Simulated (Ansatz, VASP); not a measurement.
MgF2 in VASP and in Ansatz

Contents of INCAR:

```
ALGO = Normal
EDIFF = 1E-6
ENCUT = 600
GGA = PS
GGA_COMPAT = False
ISIF = 2
ISMEAR = 0
LASPH = True
LCHARG = True
LELF = True
LREAL = False
LVHAR = True
LWAVE = False
NBANDS = 25
NELM = 120
PREC = Accurate
SIGMA = 0.1
```

Contents of KPOINTS:

```
k-points
0
Gamma
  4 4 6
```

Contents of POSCAR:

```
MgF2
1.0
    4.6045445000      0.0000000000      0.0000000000
    0.0000000000      4.6045445000      0.0000000000
    0.0000000000      0.0000000000      3.0791770000
Mg F
2 4
Direct
    0.0000000000      0.0000000000      0.0000000000
    0.5000000000      0.5000000000      0.5000000000
    0.3060000000      0.3060000000      0.0000000000
    0.1940000000      0.8060000000      0.5000000000
    0.6940000000      0.6940000000      0.0000000000
    0.8060000000      0.1940000000      0.5000000000
```

Input for Ansatz:

```yaml
crystal:
  lattice:
    - [4.6045445, 0.0, 0.0]
    - [0.0, 4.6045445, 0.0]
    - [0.0, 0.0, 3.079177]
  atoms:
    - { symbol: Mg, position: [0.0, 0.0, 0.0] }
    - { symbol: Mg, position: [0.5, 0.5, 0.5] }
    - { symbol: F, position: [0.306, 0.306, 0.0] }
    - { symbol: F, position: [0.194, 0.806, 0.5] }
    - { symbol: F, position: [0.694, 0.694, 0.0] }
    - { symbol: F, position: [0.806, 0.194, 0.5] }
basis:
  ecutwfc: 420
kpoints:
  mp_grid: { grid: [4, 4, 6] }
hamiltonian:
  xc: pbesol
scf:
  occupations: { method: gaussian, width: 0.1 }
output:
  forces: true
  stress: true
  eigenvalues: true
```

Alike in both runs: task single point; functional PBEsol; k mesh 4 × 4 × 6; occupations gaussian, width 0.1 eV; no spin polarisation.

```csv
,VASP,Ansatz
version,VASP 6.6.1,Ansatz 0.2.0
potentials or method,"VASP PAW PBE potentials, release 64 (Mg, F), cutoff 600 eV","scalar-relativistic, plane waves, PAW"
valence electrons in the cell,32,48
```

```tsv
	VASP	Ansatz	Ansatz less VASP
gap on the k mesh at the Fermi level (eV)	6.92	6.95	+0.028
least direct gap on the mesh (eV)	6.92	6.95	+0.028
pressure (GPa)	0.1	1.1	+0.97
traceless stress, the component that is largest in VASP (GPa)	-0.74	-0.68	+0.058
rms of the force components (eV/Å)	0.089	0.089	+0.0004
```

VASP's potentials were made for PBE, not for PBEsol. Atom by atom the forces differ by 0.000 eV/Å (rms over components). VASP's potentials hold 32 valence electrons a cell and Ansatz's 48, so a difference there can come from the potentials and not from the codes.
